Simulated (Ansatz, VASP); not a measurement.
## AlN: VASP beside Ansatz

File INCAR:

```
SYSTEM = AlN
  PREC = Accurate
  ENCUT = 520
  EDIFF = 1E-7
  ISMEAR = 0
  SIGMA = 0.05
  LREAL = .False.
  LASPH = .True.
  NELM = 60
  ALGO = Normal
  ISIF = 2
  LWAVE = .False.
  LCHARG = .True.
  LELF = .True.
  LVHAR = .True.
  NBANDS = 26
```

The input KPOINTS:

```
Automatic mesh
0
Gamma
  8 8 3
  0 0 0
```

POSCAR

```
AlN
1.0
   -3.0886152975      0.0000000000      0.0000000000
   -1.5443076488     -2.6748193102      0.0000000000
    0.0000000000      0.0000000000     11.0871685333
Al N
4 4
Direct
    0.3333333333      0.3333333333      0.8066124197
    0.3333333333      0.3333333333      0.3607290319
    0.6666666667      0.6666666667      0.1377873380
    0.6666666667      0.6666666667      0.5836707258
    0.3333333333      0.3333333333      0.0851543558
    0.3333333333      0.3333333333      0.5310377436
    0.6666666667      0.6666666667      0.3080960497
    0.6666666667      0.6666666667      0.7539794375
```

Input for Ansatz:

```yaml
crystal:
  lattice:
    - [-3.0886152975, 0.0, 0.0]
    - [-1.5443076488, -2.6748193102, 0.0]
    - [0.0, 0.0, 11.0871685333]
  atoms:
    - { symbol: Al, position: [0.3333333333, 0.3333333333, 0.8066124197] }
    - { symbol: Al, position: [0.3333333333, 0.3333333333, 0.3607290319] }
    - { symbol: Al, position: [0.6666666667, 0.6666666667, 0.137787338] }
    - { symbol: Al, position: [0.6666666667, 0.6666666667, 0.5836707258] }
    - { symbol: "N", position: [0.3333333333, 0.3333333333, 0.0851543558] }
    - { symbol: "N", position: [0.3333333333, 0.3333333333, 0.5310377436] }
    - { symbol: "N", position: [0.6666666667, 0.6666666667, 0.3080960497] }
    - { symbol: "N", position: [0.6666666667, 0.6666666667, 0.7539794375] }
basis:
  ecutwfc: 520.0
kpoints:
  mp_grid: { grid: [8, 8, 3] }
hamiltonian:
  xc: lda
  pseudopotentials: { kind: paw, azcp: { folder: soft_1 } }
scf:
  occupations: { method: gaussian, width: 0.05 }
output:
  forces: true
  stress: true
  eigenvalues: true
```

Alike in both runs: task single point; functional LDA; k mesh 8 × 8 × 3; occupations gaussian, width 0.05 eV; no spin polarisation.

|  | VASP | Ansatz |
| --- | --- | --- |
| version | VASP 6.6.1 | Ansatz 0.2.0 |
| potentials or method | VASP PAW LDA potentials, release 64 (Al, N), cutoff 520 eV | scalar-relativistic, plane waves, PAW |
| valence electrons in the cell | 32 | 32 |

|  | VASP | Ansatz | Ansatz less VASP |
| --- | --- | --- | --- |
| gap on the k mesh at the Fermi level (eV) | 0.57 | 0.56 | -0.009 |
| least direct gap on the mesh (eV) | 0.57 | 0.56 | -0.009 |
| pressure (GPa) | -3.7 | -4.3 | -0.53 |
| traceless stress, the component that is largest in VASP (GPa) | -6.95 | -6.71 | +0.234 |
| rms of the force components (eV/Å) | 0.758 | 0.761 | +0.0028 |

Ansatz warns that its potentials were made for another functional, while VASP's fit it. LDA's correlation is that of Perdew and Zunger in VASP and of Perdew and Wang (1992) in Ansatz. Atom by atom the forces differ by 0.011 eV/Å (rms over components).
